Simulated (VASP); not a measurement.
MgO: single point with PBEsol

MgO:

```
Mg O
1.0
     0.00000    2.10709    2.10709
     2.10709    0.00000    2.10709
     2.10709    2.10709    0.00000
Mg O
1 1
Direct
  0.00000 0.00000 0.00000
  0.50000 0.50000 0.50000
```

```yaml
Program: VASP 6.6.1
Task: single point
Functional: PBEsol
Potentials_or_basis: VASP PAW PBE potentials, release 64 (Mg, O)
Cutoff: 520 eV
k_mesh: 10 × 10 × 10
Occupations: gaussian, width 0.02 eV
Spin: no spin polarisation
Dipole_correction: no
Further_INCAR_settings: ALGO = Normal; EDIFF = 1e-06; NBANDS = 11
```

* Pressure: -0.5 GPa
* Band gap on the k mesh: 4.62 eV, direct

Levels at points of the mesh, in eV from the valence-band top:
```tsv
k point	band 2	band 3	band 4	band 5	band 6	band 7
(0.00, 0.00, 0.00)	0.00	0.00	0.00	4.62	15.62	15.62
(0.50, 0.00, 0.00)	-4.67	-0.66	-0.66	7.74	12.49	16.16
(0.50, 0.50, 0.00)	-4.14	-1.36	-1.36	8.92	9.86	12.96
```

Wall time 4.7 s on 1 thread of Intel(R) Xeon(R) 6975P-C (Granite Rapids) (shared host), peak memory 0.14 GiB.

Caveat: the PAW data sets were made with another functional, which shifts forces and pressure a little. A hybrid or GW would open this gap; PBEsol tends to underestimate it.
